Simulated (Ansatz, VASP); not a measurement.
**GeBr: VASP beside Ansatz**

```
Ge Br
1.0
     3.52084    0.00000    0.00000
    -1.76042    3.04914    0.00000
     0.00000    0.00000    4.52240
Ge Br
1 1
Direct
  0.66667 0.33333 0.50000
  0.00000 0.00000 0.00000
```

Change from the starting cell: species swapped into the MgZr type (P-6m2, No. 187).

Alike in both runs: functional PBE; k mesh 6 × 6 × 4; occupations gaussian, width 0.1 eV; no spin polarisation.

Ansatz relaxed the structure, and its values are those at the end. VASP's run is a single point on that final structure, the one shown.

|  | VASP | Ansatz |
| --- | --- | --- |
| version | VASP 6.6.1 | Ansatz 0.2.0 |
| potentials or method | VASP PAW PBE potentials, release 64 (Ge_d, Br), cutoff 520 eV | scalar-relativistic, plane waves, PAW |
| valence electrons in the cell | 21 | 21 |

|  | VASP | Ansatz | Ansatz less VASP |
| --- | --- | --- | --- |
| gap on the k mesh at the Fermi level (eV) | none | none | - |
| pressure (GPa) | 0.0 | 0.0 | +0.03 |

A gap of «none» marks a metal or a gap that the smearing closes.
